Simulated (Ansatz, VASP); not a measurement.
BeTe: VASP beside Ansatz

File INCAR:

```
PREC = Accurate
ENCUT = 600
EDIFF = 1E-6
ISMEAR = 0
SIGMA = 0.02
LREAL = False
LASPH = True
NELM = 120
ALGO = Normal
ISIF = 2
LWAVE = False
LCHARG = False
GGA = PS
NBANDS = 11
GGA_COMPAT = False
```

File KPOINTS:

```
Automatic mesh
0
Gamma
  8 8 8
```

Contents of POSCAR:

```
BeTe
1.0
    0.0000000000      2.8023960040      2.8023960040
    2.8023960040      0.0000000000      2.8023960040
    2.8023960040      2.8023960040      0.0000000000
Be Te
1 1
Direct
    0.0000000000      0.0000000000      0.0000000000
    0.2500000000      0.2500000000      0.2500000000
```

Input for Ansatz:

```yaml
crystal:
  lattice:
    - [0.0, 2.802396004, 2.802396004]
    - [2.802396004, 0.0, 2.802396004]
    - [2.802396004, 2.802396004, 0.0]
  atoms:
    - { symbol: Be, position: [0.0, 0.0, 0.0] }
    - { symbol: Te, position: [0.25, 0.25, 0.25] }
basis:
  ecutwfc: 420
kpoints:
  mp_grid: { grid: [8, 8, 8] }
  band_path:
    path:
      - [[0.0, 0.0, 0.0], [-0.5, -0.5, 0.0], [-0.375, -0.375, 0.25]]
      - [[-0.375, 0.0, 0.375], [0.0, 0.0, 0.0], [0.0, 0.0, 0.5], [-0.5, -0.25, 0.25], [-0.5, -0.5, 0.0]]
    npoints: 10
hamiltonian:
  xc: pbesol
  pseudopotentials: { kind: paw }
scf:
  occupations: { method: gaussian, width: 0.02 }
  n_extra_bands: 7
output:
  forces: true
  stress: true
  eigenvalues: true
  write_density: true
  write_potential: true
  elf: true
  volumetric_format: npy
```

Alike in both runs: task single point; functional PBEsol; k mesh 8 × 8 × 8; occupations gaussian, width 0.02 eV; no spin polarisation.

|  | VASP | Ansatz |
| --- | --- | --- |
| version | VASP 6.6.1 | Ansatz 0.2.0 |
| potentials or method | VASP PAW PBE potentials, release 64 (Be, Te), cutoff 600 eV | scalar-relativistic, plane waves, PAW |
| valence electrons in the cell | 8 | 18 |

```csv
,VASP,Ansatz,Ansatz less VASP
gap on the k mesh at the Fermi level (eV),1.82,1.84,+0.018
least direct gap on the mesh (eV),3.59,3.61,+0.021
pressure (GPa),0.3,0.0,-0.26
```

VASP's potentials were made for PBE, not for PBEsol. VASP's potentials hold 8 valence electrons a cell and Ansatz's 18, so a difference there can come from the potentials and not from the codes.

Spin-orbit coupling is off throughout.
